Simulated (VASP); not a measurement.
Here is a VASP 6.6.1 calculation.

File INCAR:

```
ALGO = Normal
EDIFF = 1E-6
ENCUT = 520
GGA = CA
ISIF = 2
ISMEAR = 0
LASPH = True
LCHARG = False
LREAL = False
LWAVE = False
NBANDS = 34
NELM = 60
PREC = Accurate
SIGMA = 0.1
```

KPOINTS

```
k-points
0
Gamma
  10 10 4
```

File POSCAR:

```
InSe2
1.0
    3.8076323040      0.0000000000      0.0000000000
    0.0000000000      3.8076323040      0.0000000000
    0.0000000000      0.0000000000      9.2171107708
In Se
2 4
Direct
    0.0000000000      0.5000000000      0.7016571661
    0.5000000000      0.0000000000      0.2983428339
    0.0000000000      0.5000000000      0.3671849610
    0.5000000000      0.0000000000      0.6328150390
    0.0000000000      0.0000000000      0.0000000000
    0.5000000000      0.5000000000      0.0000000000
```

Potentials or basis: VASP PAW LDA potentials, release 64 (In_d, Se).

Run with:

```console
$ cat potpaw_LDA.64/In_d/POTCAR potpaw_LDA.64/Se/POTCAR > POTCAR
$ mpirun -np 1 vasp_std > vasp.out
```

(1) What does it give for the band gap on the k mesh?

(2) Estimate the pressure.

(3) Estimate the largest force.

## Answers

(1) zero (bands 25 and 26 overlap by 2.41 eV).

(2) 0.2 GPa.

(3) 0.008 eV/Å.

Caveat: spin-orbit coupling is left out, which moves the levels of the heavy elements.
